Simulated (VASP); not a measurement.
Runs of VASP 6.6.1 on Si. The structure is that of space group P6/mmm (No. 191), or close to it. The cells are those of the table. This isn't the form of Si at room conditions, which is diamond.

| cell | gap on the mesh (eV) | pressure (GPa) |
| --- | --- | --- |
| a = 2.621, b = 2.621, c = 2.790 Å, angles 90.0, 90.0, 120.0°, 1 atom | none | (a) |
| a = 2.621, b = 2.621, c = 2.189 Å, angles 90.0, 90.0, 120.0°, 1 atom | none | 27.9 |
| a = 2.621, b = 2.621, c = 2.374 Å, angles 90.0, 90.0, 120.0°, 1 atom | none | 8.0 |
| a = 2.621, b = 2.621, c = 2.281 Å, angles 90.0, 90.0, 120.0°, 1 atom | none | 16.3 |
| a = 2.621, b = 2.621, c = 2.651 Å, angles 90.0, 90.0, 120.0°, 1 atom | none | (b) |

Alike in all rows: task single point; level r2SCAN; potentials or basis VASP PAW PBE potentials, release 64 (Si); no spin polarisation; k mesh 24 × 24 × 20; cutoff (eV) 520; smearing gaussian 0.15 eV.

**Question.** Fill in the values left out.

**Answer.** (a) -7.9; (b) -5.3.

Caveats: the PAW data sets were made with another functional, which shifts forces and pressure a little; the cell stands under pressure (at least some runs); the cell stands under tension (at least some runs).

A gap of «none» marks levels without a gap at the run's occupations.
